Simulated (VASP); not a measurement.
TiH5:

```
Ti H
1.0
     3.59480    0.00000    0.00000
    -1.79740    3.11319    0.00000
     0.00000    0.00000    4.44717
Ti H
1 5
Direct
  0.00000 0.00000 0.00000
  0.33333 0.66667 0.64762
  0.66667 0.33333 0.64762
  0.66667 0.33333 0.35238
  0.33333 0.66667 0.35238
  0.00000 0.00000 0.50000
```

* Program: VASP 6.6.1
* Task: relaxation of cell and atoms
* Functional: PBE
* Potentials or basis: VASP PAW PBE potentials, release 64 (Ti_sv, H)
* Cutoff: 600 eV
* k mesh: 6 × 6 × 4
* Occupations: gaussian, width 0.1 eV
* Spin: no spin polarisation

At the start: pressure -26.1 GPa; volume 8.29 Å³/atom.

Problem. Where does the relaxation end?

Solution. Over 20 steps the energy falls by 709.5 meV/atom and the volume is 5.09 Å³/atom (-38.6 %); space group P6/mmm (No. 191, to 0.05 Å).

The path:
```
step  energy change (eV)  largest force (eV/Å)  pressure (GPa)  volume (Å³)
   1              0.0000                0.0438          -26.10        49.77
   2             -1.6884                0.2428          -21.39        40.60
   3             -2.3744                0.5736          -10.78        34.84
   4             -0.6695                2.1895           58.44        24.82
   5             -2.4191                0.7739           -5.48        33.23
   6             -2.4305                0.7812           -3.19        32.65
   7             -2.6708                0.9721           -3.43        31.36
   8             -3.5288                1.1726            7.44        27.62
   9             -1.2984                1.8197          120.39        20.81
  10             -3.7165                0.8364           16.80        26.34
  11             -3.7366                0.5804           24.43        25.56
  12             -3.8535                0.3273           24.79        25.72
  13             -3.9258                0.1218           27.17        26.01
  14             -4.1017                0.0344           16.80        27.33
  15             -4.2455                0.1093            1.63        29.95
  16             -4.2482                0.1284           -0.19        30.35
  17             -4.2482                0.1328           -0.60        30.45
  18             -4.2513                0.1105           -0.52        30.47
  19             -4.2564                0.0430           -0.27        30.53
  20             -4.2567                0.0195           -0.21        30.56
```

Final structure:
```yaml
crystal:
  lattice:
    - [3.01443, 0.00000, 0.00000]
    - [-1.50721, 2.61057, 0.00000]
    - [0.00000, 0.00000, 3.88289]
  atoms:
    - { symbol: Ti, position: [0.00000, 0.00000, 0.00000] }
    - { symbol: H, position: [0.33333, 0.66667, 0.76528] }
    - { symbol: H, position: [0.66667, 0.33333, 0.76528] }
    - { symbol: H, position: [0.66667, 0.33333, 0.23472] }
    - { symbol: H, position: [0.33333, 0.66667, 0.23472] }
    - { symbol: H, position: [0.00000, 0.00000, 0.50000] }
```

Caveat: the volume moved by over 15 % at a fixed basis, so the end points are rough.
